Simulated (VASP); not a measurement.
Mg5O:

```
Mg O
1.0
     3.15000    0.00000    0.00000
    -1.57500    2.72798    0.00000
     0.00000    0.00000   22.40000
Mg O
10 2
Cartesian
  0.0000 1.8187 10.0800
  1.5750 0.9093 12.3200
  0.0000 1.8187 14.5600
  1.5750 0.9093 16.8000
  0.0000 1.8187 1.1200
  1.5750 0.9093 21.2800
  0.0000 1.8187 19.0400
  1.5750 0.9093 7.8400
  0.0000 1.8187 5.6000
  1.5750 0.9093 3.3600
  0.0000 0.0000 11.2000
  0.0000 0.0000 0.0000
```

```yaml
Program: VASP 6.6.1
Task: relaxation of cell and atoms
Functional: PBE
Potentials_or_basis: VASP PAW PBE potentials, release 64 (Mg, O)
Cutoff: 600 eV
k_mesh: 6 × 6 × 1
Occupations: gaussian, width 0.2 eV
Spin: no spin polarisation
```

At the start: pressure 9.5 GPa; volume 16.04 Å³/atom.

Q: How do energy, volume and symmetry change on relaxing?

A: Over 8 steps the energy falls by 121.8 meV/atom and the volume is 18.32 Å³/atom (+14.2 %); space group P6_3/mmc (No. 194, to 0.05 Å).

The path:
```tsv
step	energy change (eV)	largest force (eV/Å)	pressure (GPa)	volume (Å³)
1	0.0000	0.3289	9.46	192.49
2	-1.2726	0.3987	-0.50	219.70
3	-1.2826	0.4982	-1.34	223.32
4	-1.4114	0.2868	-0.45	220.22
5	-1.4494	0.1304	0.30	217.59
6	-1.4548	0.1172	0.06	218.66
7	-1.4577	0.0996	-0.27	220.22
8	-1.4621	0.0681	-0.13	219.83
```

Final structure:
```
Mg O
1.0
     3.14862    0.00000    0.00000
    -1.57431    2.72679    0.00000
     0.00000    0.00000   25.60490
Mg O
10 2
Cartesian
  0.0000 1.8179 11.5707
  1.5743 0.9089 14.0342
  0.0000 1.8179 16.6429
  1.5743 0.9089 19.2037
  0.0000 1.8179 1.2317
  1.5743 0.9089 24.3732
  0.0000 1.8179 21.7644
  1.5743 0.9089 8.9619
  0.0000 1.8179 6.4012
  1.5743 0.9089 3.8405
  -1.5743 2.7268 12.8024
  -1.5743 2.7268 25.6049
```

Caveat: the k points lie up to 0.38 Å⁻¹ apart in the final cell; the relaxation stopped at a loose force limit of 0.08 eV/Å, so its end isn't a converged minimum.
